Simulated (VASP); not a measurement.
# Ge (P6_3/mmc) in VASP: a series of runs

Runs on Ge. Level: PBE. Tasks: single point.

Everything below comes from runs of VASP 6.6.1. Logs are shortened: lines on timing, memory, paths and dates and some standing lists are left out, and cuts for length are marked.

## 1. The cell of the first run

Symmetry: P6_3/mmc, No. 194, hexagonal system. Conventional cell: a = 3.876 Å, b = 3.876 Å, c = 6.873 Å, α = 90.00°, β = 90.00°, γ = 120.00°. Within 3.2 Å of Ge (site symmetry 3m) lie 4 Ge at 2.41 to 2.54 Å.

## 2. Single point, PBE (biaxial strain in the a-b plane: -4.5 %)

The input, INCAR:

```
SYSTEM = Ge
PREC = Accurate ; ENCUT = 520
EDIFF = 1E-6 ; ISMEAR = 0
SIGMA = 0.1 ; LREAL = .FALSE.
LASPH = .TRUE. ; NELM = 80
ALGO = Normal ; ISIF = 2
LWAVE = .FALSE. ; LCHARG = .FALSE.
GGA = PE ; NBANDS = 36
```

The input, KPOINTS:

```
Automatic mesh
0
G
  12 12 8
  0 0 0
```

The input, POSCAR:

```
Ge
1.0
    3.8755396563      0.0000000000      0.0000000000
   -1.9377698282      3.3563157957      0.0000000000
    0.0000000000      0.0000000000      6.8732264523
Ge
4
Direct
    0.6666666667      0.3333333333      0.0654505645
    0.3333333333      0.6666666667      0.5654505645
    0.6666666667      0.3333333333      0.4345494355
    0.3333333333      0.6666666667      0.9345494355
```

Potentials or basis: VASP PAW PBE potentials, release 64 (Ge_d).

On the command line:

```console
cat potpaw_PBE.64/Ge_d/POTCAR > POTCAR
mpirun -np 1 vasp_std > vasp.out
```

OUTCAR:

```text
SYSTEM = Ge
   PREC = Accurate
   ENCUT = 520
   EDIFF = 1E-6
   ISMEAR = 0
   LREAL = .FALSE.
   LASPH = .TRUE.
   NELM = 80
   ISIF = 2
   GGA = PE

 ion  position               nearest neighbor table
   1  0.667  0.333  0.065-   4 2.41   4 2.41   4 2.41   3 2.54
   2  0.333  0.667  0.565-   3 2.41   3 2.41   3 2.41   4 2.54
   3  0.667  0.333  0.435-   2 2.41   2 2.41   2 2.41   1 2.54
   4  0.333  0.667  0.935-   1 2.41   1 2.41   1 2.41   2 2.54

  LATTYP: Found a hexagonal cell.
 ALAT       =     3.8755396563
 C/A-ratio  =     1.7734888717

  Lattice vectors:

 A1 = (   3.8755396563,   0.0000000000,   0.0000000000)
 A2 = (  -1.9377698282,   3.3563157957,   0.0000000000)
 A3 = (   0.0000000000,   0.0000000000,   6.8732264523)

Analysis of symmetry for initial positions (statically):
=====================================================================
 Subroutine PRICEL returns:
 Original cell was already a primitive cell.

 Routine SETGRP: Setting up the symmetry group for a
 hexagonal supercell.

 Subroutine GETGRP returns: Found 24 space group operations
 (whereof 12 operations were pure point group operations)
 out of a pool of 24 trial point group operations.

The static configuration has the point symmetry D_3d.
 The point group associated with its full space group is D_6h.

Analysis of symmetry for dynamics (positions and initial velocities):
=====================================================================
 Subroutine PRICEL returns:
 Original cell was already a primitive cell.

 Routine SETGRP: Setting up the symmetry group for a
 hexagonal supercell.

 Subroutine GETGRP returns: Found 24 space group operations
 (whereof 12 operations were pure point group operations)
 out of a pool of 24 trial point group operations.

The dynamic configuration has the point symmetry D_3d.
 The point group associated with its full space group is D_6h.

 Subroutine INISYM returns: Found 24 space group operations
 (whereof 12 operations are pure point group operations),
 and found     1 'primitive' translations

----------------------------------------------------------------------------------------

                                     Primitive cell

  volume of cell :      89.4037

  direct lattice vectors                    reciprocal lattice vectors
     3.875539656  0.000000000  0.000000000     0.258028581  0.148972871  0.000000000
    -1.937769828  3.356315796  0.000000000     0.000000000  0.297945742  0.000000000
     0.000000000  0.000000000  6.873226452     0.000000000  0.000000000  0.145492078

  length of vectors
     3.875539656  3.875539656  6.873226452     0.297945742  0.297945742  0.145492078

  position of ions in fractional coordinates (direct lattice)
     0.666666667  0.333333333  0.065450564
     0.333333333  0.666666667  0.565450564
     0.666666667  0.333333333  0.434549436
     0.333333333  0.666666667  0.934549436

  ion indices of the primitive-cell ions
   primitive index   ion index
                 1           1
                 2           2
                 3           3
                 4           4

----------------------------------------------------------------------------------------

 KPOINTS: Automatic mesh

Automatic generation of k-mesh.
 Grid dimensions read from file:
 generate k-points for:   12   12    8

 Generating k-lattice:

  Cartesian coordinates                     Fractional coordinates (reciprocal lattice)
     0.021502382  0.012414406  0.000000000     0.083333333  0.000000000  0.000000000
     0.000000000  0.024828812  0.000000000     0.000000000  0.083333333  0.000000000
     0.000000000  0.000000000  0.018186510     0.000000000  0.000000000  0.125000000

  Length of vectors
     0.024828812  0.024828812  0.018186510

  Shift w.r.t. Gamma in fractional coordinates (k-lattice)
     0.000000000  0.000000000  0.000000000

 Subroutine IBZKPT returns following result:
 ===========================================

 Found     95 irreducible k-points:

 Following reciprocal coordinates:
            Coordinates               Weight
  0.000000  0.000000  0.000000      1.000000
  0.083333 -0.000000  0.000000      6.000000
  0.166667 -0.000000  0.000000      6.000000
  0.250000  0.000000  0.000000      6.000000
  0.333333  0.000000  0.000000      6.000000
  0.416667  0.000000  0.000000      6.000000
[... 16 lines left out ...]
  0.250000  0.000000  0.125000     12.000000
  0.333333  0.000000  0.125000     12.000000
 [... further k-points ...]
   k-points           NKPTS =     95   k-points in BZ     NKDIM =     95   number of bands    NBANDS=     36
   number of dos      NEDOS =    301   number of ions     NIONS =      4
   total plane-waves  NPLWV =  48600
   dimension x,y,z NGX =    30 NGY =   30 NGZ =   54
   dimension x,y,z NGXF=    60 NGYF=   60 NGZF=  108
   ions per type =               4
   NGX,Y,Z   is equivalent  to a cutoff of  12.87, 12.87, 13.06 a.u.
   NGXF,Y,Z  is equivalent  to a cutoff of  25.74, 25.74, 26.12 a.u.
 SYSTEM =  Ge
   PREC   = accura    normal or accurate (medium, high low for compatibility)
   ISTART =      0    job   : 0-new  1-cont  2-samecut
   ICHARG =      2    charge: 1-file 2-atom 10-const
   ISPIN  =      1    spin polarized calculation?
   LNONCOLLINEAR =      F non collinear calculations
   LSORBIT =      F    spin-orbit coupling
   LASPH  =      T    aspherical Exc in radial PAW
   ENCUT  =  520.0 eV  38.22 Ry    6.18 a.u.   7.21  7.21 12.78*2*pi/ulx,y,z
   NELM   =     80;   NELMIN=  2; NELMDL= -5     # of ELM steps
   EDIFF  = 0.1E-05   stopping-criterion for ELM
   LREAL  =      F    real-space projection
[... 7 lines left out ...]
   TEBEG  =    0.0;   TEEND  =   0.0 temperature during run
   PSTRESS=    0.0 pullay stress
   NELECT =      56.0000    total number of electrons
   NUPDOWN=      -1.0000    fix difference up-down
   EMIN   =  10.00;   EMAX   =-10.00  energy-range for DOS
   EFERMI =   0.00;   METHOD = LEGACY
   ISMEAR =     0;   SIGMA  =   0.10  broadening in eV -4-tet -1-fermi 0-gaus
   EFERMI_NEDOS =   21; number of points for ismear=-14 and -15
   IALGO  =     38    algorithm
   IMIX   =      4    mixing-type and parameters
     AMIX     =   0.40;   BMIX     =  1.00
     AMIX_MAG =   1.60;   BMIX_MAG =  1.00
  volume/ion in A,a.u.               =      22.35       150.83
  Fermi-wavevector in a.u.,A,eV,Ry     =   1.400723  2.646983 26.694973  1.962025
  Thomas-Fermi vector in A             =   2.523655
   LORBIT       =      0    0 simple, 1 ext, 2 COOP (PROOUT), +10 PAW based schemes
   GGA     = PE    functional components
   LHFCALC =     F    Hartree Fock is set to
   AEXX    =    0.0000 exact exchange contribution
   IVDW    =     0    specifies the selected vdW correction
   LEPSILON=     F    determine dielectric tensor
   LRPA    =     F    only Hartree local field effects (RPA)
 non-spin polarized calculation
 Gauss-broadening in eV      SIGMA  =   0.10
  energy-cutoff  :      520.00
  volume of cell :       89.40
 maximum number of plane-waves:      2430
 NGX is ok and might be reduce to    30
   NGX = 15   NGY = 15   NGZ = 25

 number of electron      55.9999931 magnetization

 Free energy of the ion-electron system (eV)
  ---------------------------------------------------
  ext. energy  EPLUGINS =         0.00000000
  ---------------------------------------------------
  free energy    TOTEN  =       -17.78288178 eV

  energy without entropy =      -17.78154441  energy(sigma->0) =      -17.78221309

 E-fermi :   5.2645     XC(G=0):  -9.9914

 val. band max:        5.2329528302   @ k =   0.0833  -0.0000   0.0000
 cond. band min:       5.3127299746   @ k =   0.4167   0.0000   0.3750
 fundamental gap:      0.0797771444
 Fermi energy:         5.2645233248

 k-point     1 :       0.0000    0.0000    0.0000
  band No.  band energies     occupation
      1     -19.7801      2.00000
      2     -19.7801      2.00000
      3     -19.7473      2.00000
      4     -19.7473      2.00000
      5     -19.7002      2.00000
      6     -19.6945      2.00000
[... 28 lines left out ...]
     35       9.8276      0.00000
     36      11.5704      0.00000

 k-point     2 :       0.0833   -0.0000    0.0000
  band No.  band energies     occupation
      1     -19.7819      2.00000
      2     -19.7809      2.00000
      3     -19.7488      2.00000
      4     -19.7461      2.00000
      5     -19.7017      2.00000
      6     -19.6938      2.00000
[... 28 lines left out ...]
     35      10.1643      0.00000
     36      11.9558      0.00000

 k-point     3 :       0.1667   -0.0000    0.0000
  band No.  band energies     occupation
      1     -19.7844      2.00000
      2     -19.7825      2.00000
      3     -19.7522      2.00000
      4     -19.7421      2.00000
      5     -19.7120      2.00000
      6     -19.6827      2.00000
[... 28 lines left out ...]
     35      11.0241      0.00000
     36      11.0679      0.00000

 k-point     4 :       0.2500    0.0000    0.0000
  band No.  band energies     occupation
      1     -19.7839      2.00000
      2     -19.7835      2.00000
      3     -19.7553      2.00000
      4     -19.7338      2.00000
      5     -19.7224      2.00000
      6     -19.6759      2.00000
[... 28 lines left out ...]
     35      11.8624      0.00000
     36      12.0860      0.00000

 k-point     5 :       0.3333    0.0000    0.0000
  band No.  band energies     occupation
      1     -19.7834      2.00000
      2     -19.7790      2.00000
      3     -19.7573      2.00000
      4     -19.7322      2.00000
      5     -19.7209      2.00000
      6     -19.6749      2.00000
[... 655 lines left out ...]
 k-point    22 :       0.1667   -0.0000    0.1250
  band No.  band energies     occupation
      1     -19.7830      2.00000
      2     -19.7815      2.00000
      3     -19.7536      2.00000
      4     -19.7440      2.00000
      5     -19.7107      2.00000
      6     -19.6833      2.00000
[... 28 lines left out ...]
     35      10.9185      0.00000
     36      11.2503      0.00000

 k-point    23 :       0.2500    0.0000    0.1250
  band No.  band energies     occupation
      1     -19.7825      2.00000
      2     -19.7822      2.00000
      3     -19.7566      2.00000
      4     -19.7361      2.00000
      5     -19.7205      2.00000
      6     -19.6770      2.00000
[... 28 lines left out ...]
     35      11.6299      0.00000
     36      12.0212      0.00000

 k-point    24 :       0.3333    0.0000    0.1250
  band No.  band energies     occupation
      1     -19.7825      2.00000
      2     -19.7771      2.00000
      3     -19.7584      2.00000
      4     -19.7316      2.00000
      5     -19.7217      2.00000
      6     -19.6755      2.00000
[... 28 lines left out ...]
     35      12.3786      0.00000
     36      13.0042      0.00000

 [... further k-points ...]

------------------------ aborting loop because EDIFF is reached ----------------------------------------

  FORCE on cell =-STRESS in cart. coord.  units (eV):
  Direction    XX          YY          ZZ          XY          YZ          ZX
  --------------------------------------------------------------------------------------
  -------------------------------------------------------------------------------------
  Total        4.7348527      4.7348527     -1.4411304     -0.0000000     -0.0000000     -0.0000000
  in kB       84.8518659     84.8518659    -25.8260636     -0.0000000     -0.0000000     -0.0000000
  external PRESSURE =      47.9592227 kB  Pullay stress =       0.0000000 kB

 VOLUME and BASIS-vectors are now :
 -----------------------------------------------------------------------------
  energy-cutoff  :      520.00
  volume of cell :       89.40
      direct lattice vectors                 reciprocal lattice vectors
     3.875539656  0.000000000  0.000000000     0.258028581  0.148972871  0.000000000
    -1.937769828  3.356315796  0.000000000     0.000000000  0.297945742  0.000000000
     0.000000000  0.000000000  6.873226452     0.000000000  0.000000000  0.145492078

 POSITION                                       TOTAL-FORCE (eV/Angst)
 -----------------------------------------------------------------------------------
      1.93777      1.11877      0.44986         0.000000     -0.000000      0.296412
     -0.00000      2.23754      3.88647         0.000000      0.000000      0.296412
      1.93777      1.11877      2.98676         0.000000     -0.000000     -0.296412
     -0.00000      2.23754      6.42337        -0.000000      0.000000     -0.296412
 -----------------------------------------------------------------------------------
    total drift:                                0.000000     -0.000000      0.000000

  FREE ENERGIE OF THE ION-ELECTRON SYSTEM (eV)
  ---------------------------------------------------
  free  energy   TOTEN  =       -17.7828817765 eV

  energy  without entropy=      -17.7815444081  energy(sigma->0) =      -17.78221309
```

Run time: 6.2 min. Hardware: 1 thread of AMD EPYC 7R43 (Zen 3), shared host; peak memory 0.31 GiB.

What came out:

```
Free energy            : -17.7829 eV
Pressure               : 4.8 GPa
Largest force          : 0.296 eV/Å
Band gap on the k mesh : zero (band 28 reaches 5.42 eV, above the bottom of band 29 at 5.23 eV)
```

Forces on the atoms (eV/Å):
```
Ge   0.000  0.000  0.296
Ge   0.000  0.000  0.296
Ge   0.000  0.000 -0.296
Ge   0.000  0.000 -0.296
```

Levels at points of the mesh, in eV from the Fermi level:
| k point | band 24 | band 25 | band 26 | band 27 | band 28 | band 29 | band 30 | band 31 | band 32 | band 33 |
| --- | --- | --- | --- | --- | --- | --- | --- | --- | --- | --- |
| (0.00, 0.00, 0.00) | -1.19 | -1.19 | -0.58 | -0.38 | 0.15 | 0.15 | 0.68 | 2.52 | 2.55 | 2.55 |
| (0.50, 0.00, 0.00) | -7.09 | -4.74 | -2.97 | -2.95 | -1.59 | 0.79 | 1.36 | 3.15 | 3.61 | 3.80 |
| (0.00, 0.00, 0.50) | -5.25 | -0.65 | -0.65 | -0.65 | -0.65 | 1.29 | 1.29 | 3.54 | 3.54 | 3.54 |
| (0.50, 0.00, 0.50) | -8.06 | -2.94 | -2.94 | -2.38 | -2.38 | 0.28 | 0.28 | 2.00 | 2.00 | 5.96 |

Caveat: the cell differs from its parent crystal (biaxial strain in the a-b plane: -4.5 %).

## 3. Single point, PBE (biaxial strain in the a-b plane: -3.0 %, then relaxed in part)

The input, INCAR:

```
ALGO = Normal ; EDIFF = 1E-6
ENCUT = 520 ; GGA = PE
ISIF = 2 ; ISMEAR = 0
LASPH = T ; LCHARG = F
LREAL = F ; LWAVE = F
NBANDS = 36 ; NELM = 80
PREC = Accurate ; SIGMA = 0.1
```

The input, KPOINTS:

```
k-points
0
Gamma
  12 12 8
```

The input, POSCAR:

```
Ge
1.0
    3.9364120069      0.0000000000      0.0000000000
   -1.9682060035      3.4090327978      0.0000000000
    0.0000000000      0.0000000000      6.7538805688
Ge
4
Direct
    0.6666666667      0.3333333333      0.0654505645
    0.3333333333      0.6666666667      0.5654505645
    0.6666666667      0.3333333333      0.4345494355
    0.3333333333      0.6666666667      0.9345494355
```

Potentials or basis: VASP PAW PBE potentials, release 64 (Ge_d).

On the command line:

```console
cat potpaw_PBE.64/Ge_d/POTCAR > POTCAR
mpirun -np 1 vasp_std > vasp.out
```

OUTCAR:

```text
EDIFF = 1E-6
   ENCUT = 520
   GGA = PE
   ISIF = 2
   ISMEAR = 0
   LASPH = T
   LREAL = F
   NELM = 80
   PREC = Accurate

 ion  position               nearest neighbor table
   1  0.667  0.333  0.065-   4 2.44   4 2.44   4 2.44   3 2.49
   2  0.333  0.667  0.565-   3 2.44   3 2.44   3 2.44   4 2.49
   3  0.667  0.333  0.435-   2 2.44   2 2.44   2 2.44   1 2.49
   4  0.333  0.667  0.935-   1 2.44   1 2.44   1 2.44   2 2.49

[... 1137 lines left out ...]

  FORCE on cell =-STRESS in cart. coord.  units (eV):
  Direction    XX          YY          ZZ          XY          YZ          ZX
  --------------------------------------------------------------------------------------
  -------------------------------------------------------------------------------------
  Total        2.9274862      2.9274862     -0.0205957     -0.0000000      0.0000000      0.0000000
  in kB       51.7511885     51.7511885     -0.3640838     -0.0000000      0.0000000      0.0000000
  external PRESSURE =      34.3794311 kB  Pullay stress =       0.0000000 kB

 VOLUME and BASIS-vectors are now :
 -----------------------------------------------------------------------------
  energy-cutoff  :      520.00
  volume of cell :       90.63
      direct lattice vectors                 reciprocal lattice vectors
     3.936412007  0.000000000  0.000000000     0.254038449  0.146669167  0.000000000
    -1.968206003  3.409032798  0.000000000     0.000000000  0.293338334  0.000000000
     0.000000000  0.000000000  6.753880569     0.000000000  0.000000000  0.148063027

 POSITION                                       TOTAL-FORCE (eV/Angst)
 -----------------------------------------------------------------------------------
      1.96821      1.13634      0.44205         0.000000      0.000000     -0.004789
     -0.00000      2.27269      3.81899        -0.000000      0.000000     -0.004789
      1.96821      1.13634      2.93489         0.000000     -0.000000      0.004789
     -0.00000      2.27269      6.31184        -0.000000     -0.000000      0.004789
 -----------------------------------------------------------------------------------
    total drift:                               -0.000000      0.000000      0.000000

  FREE ENERGIE OF THE ION-ELECTRON SYSTEM (eV)
  ---------------------------------------------------
  free  energy   TOTEN  =       -17.9154977326 eV

  energy  without entropy=      -17.9144857795  energy(sigma->0) =      -17.91499176
```

OSZICAR:

```text
N       E                     dE             d eps       ncg     rms          rms(c)
DAV:   1     0.494867194499E+03    0.49487E+03   -0.28412E+04  7968   0.428E+03
DAV:   2     0.673882777099E+02   -0.42748E+03   -0.41633E+03  6840   0.807E+02
DAV:   3    -0.134830445116E+02   -0.80871E+02   -0.79828E+02  7428   0.206E+02
DAV:   4    -0.180062520732E+02   -0.45232E+01   -0.45065E+01  7948   0.567E+01
DAV:   5    -0.180991336524E+02   -0.92882E-01   -0.92851E-01  7704   0.904E+00    0.454E+00
DAV:   6    -0.179755828597E+02    0.12355E+00   -0.69272E-02  7600   0.202E+00    0.268E+00
DAV:   7    -0.179114776982E+02    0.64105E-01   -0.12548E-01  7608   0.234E+00    0.210E-01
DAV:   8    -0.179146380627E+02   -0.31604E-02   -0.14638E-02  7636   0.102E+00    0.100E-01
DAV:   9    -0.179153633028E+02   -0.72524E-03   -0.95629E-04  7512   0.163E-01    0.446E-02
DAV:  10    -0.179154720062E+02   -0.10870E-03   -0.10427E-04  7928   0.711E-02    0.140E-02
DAV:  11    -0.179154958311E+02   -0.23825E-04   -0.43292E-05  6772   0.281E-02    0.338E-03
DAV:  12    -0.179154975743E+02   -0.17432E-05   -0.26136E-06  6356   0.128E-02    0.112E-03
DAV:  13    -0.179154977326E+02   -0.15826E-06   -0.32390E-07  4992   0.606E-03
   1 F= -.17915498E+02 E0= -.17914992E+02  d E =-.101195E-02
```

stdout:

```text
POSCAR found type information on POSCAR Ge
 POSCAR found :  1 types and       4 ions
 scaLAPACK will be used
 LDA part: xc-table for (Slater+PW92), standard interpolation
 POSCAR, INCAR and KPOINTS ok, starting setup
 FFT: planning ... GRIDC
 FFT: planning ... GRID_SOFT
 FFT: planning ... GRID
 WAVECAR not read
 entering main loop
```

Run time: 4.8 min. Hardware: 1 thread of AMD EPYC 7R43 (Zen 3), shared host; peak memory 0.31 GiB.

Results:

```
Free energy            : -17.9155 eV
Pressure               : 3.4 GPa
Largest force          : 0.005 eV/Å
Band gap on the k mesh : zero (band 28 reaches 5.26 eV, above the bottom of band 29 at 5.19 eV)
```

Forces in eV/Å, atoms in the order of the input:
```
Ge   0.000  0.000 -0.005
Ge   0.000  0.000 -0.005
Ge   0.000  0.000  0.005
Ge   0.000  0.000  0.005
```

Stress tensor (GPa, compression positive):
```
 5.18  0.00  0.00
 0.00  5.18  0.00
 0.00  0.00 -0.04
```

Caveat: the cell differs from its parent crystal (biaxial strain in the a-b plane: -3.0 %, then relaxed in part).

[end of part 1 of 2]
